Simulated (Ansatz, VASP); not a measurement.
One calculation of AgCl, two programs

File INCAR:

```
PREC     = Accurate       # precision mode
ENCUT    = 520            # plane-wave cutoff, eV
EDIFF    = 1E-6           # SCF threshold, eV
ISMEAR   = 0              # smearing method
SIGMA    = 0.05           # smearing width, eV
LREAL    = False          # projectors in reciprocal space
LASPH    = True           # aspherical terms in the spheres
NELM     = 80             # most SCF steps
ALGO     = Normal         # electronic algorithm
ISIF     = 2              # what is computed and relaxed
LWAVE    = False          # write WAVECAR
LCHARG   = False          # write CHGCAR
GGA      = PS             # functional
NBANDS   = 16             # bands
```

KPOINTS

```
regular mesh
0
Gamma
  12 12 12
```

File POSCAR:

```
AgCl
1.0
    3.2398658686      0.0000000000      0.0000000000
    0.0000000000      3.2398658686      0.0000000000
    0.0000000000      0.0000000000      3.2398658686
Ag Cl
1 1
Direct
    0.0000000000      0.0000000000      0.0000000000
    0.5000000000      0.5000000000      0.5000000000
```

Input for Ansatz:

```yaml
crystal:
  lattice:
    - [3.2398658686, 0.0, 0.0]
    - [0.0, 3.2398658686, 0.0]
    - [0.0, 0.0, 3.2398658686]
  atoms:
    - { symbol: Ag, position: [0.0, 0.0, 0.0] }
    - { symbol: Cl, position: [0.5, 0.5, 0.5] }
basis:
  ecutwfc: 420
kpoints:
  mp_grid: { grid: [12, 12, 12] }
hamiltonian:
  xc: pbesol
scf:
  occupations: { method: gaussian, width: 0.05 }
output:
  forces: true
  stress: true
  eigenvalues: true
```

Alike in both runs: task single point; functional PBEsol; k mesh 12 × 12 × 12; occupations gaussian, width 0.05 eV; no spin polarisation.

|  | VASP | Ansatz |
| --- | --- | --- |
| version | VASP 6.6.1 | Ansatz 0.2.0 |
| potentials or method | VASP PAW PBE potentials, release 64 (Ag, Cl), cutoff 520 eV | scalar-relativistic, plane waves, PAW |
| valence electrons in the cell | 18 | 26 |

```csv
,VASP,Ansatz,Ansatz less VASP
gap on the k mesh at the Fermi level (eV),0.53,0.53,-0.001
least direct gap on the mesh (eV),2.67,2.67,-0.003
pressure (GPa),6.6,6.7,+0.14
```

VASP's potentials were made for PBE, not for PBEsol. VASP's potentials hold 18 valence electrons a cell and Ansatz's 26, so a difference there can come from the potentials and not from the codes.
